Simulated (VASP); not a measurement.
Ag, 1 atom in the cell. Symmetry: Fm-3m, No. 225, cubic system. The conventional cell has a = 4.054 Å, b = 4.054 Å, c = 4.054 Å, α = 90.00°, β = 90.00°, γ = 90.00°. Within 3.8 Å of Ag (site symmetry m-3m) lie 12 Ag at 2.87 Å. 

- Program: VASP 6.6.1
- Task: single point
- Functional: PBEsol
- Potentials or basis: VASP PAW PBE potentials, release 64 (Ag)
- Cutoff: 520 eV
- k mesh: 18 × 18 × 18
- Occupations: gaussian, width 0.1 eV
- Spin: no spin polarisation
- Dipole correction: no
- Further INCAR settings: ALGO = Normal; EDIFF = 1e-06; NBANDS = 12

Potentials or basis: VASP PAW PBE potentials, release 64 (Ag).

The run is started by

```sh
$ cat potpaw_PBE.64/Ag/POTCAR > POTCAR
$ mpirun -np 1 vasp_std > vasp.out
```

Hardware: 1 thread of AMD EPYC 7R43 64-Core Processor (Zen 3), on a shared host.

Task: How long does it take, and how much memory?

Result: It took 55 s on 1 thread of AMD EPYC 7R43 64-Core Processor (Zen 3) (shared host), peak memory 0.13 GiB. Counts: scf iterations 11, k points 195.
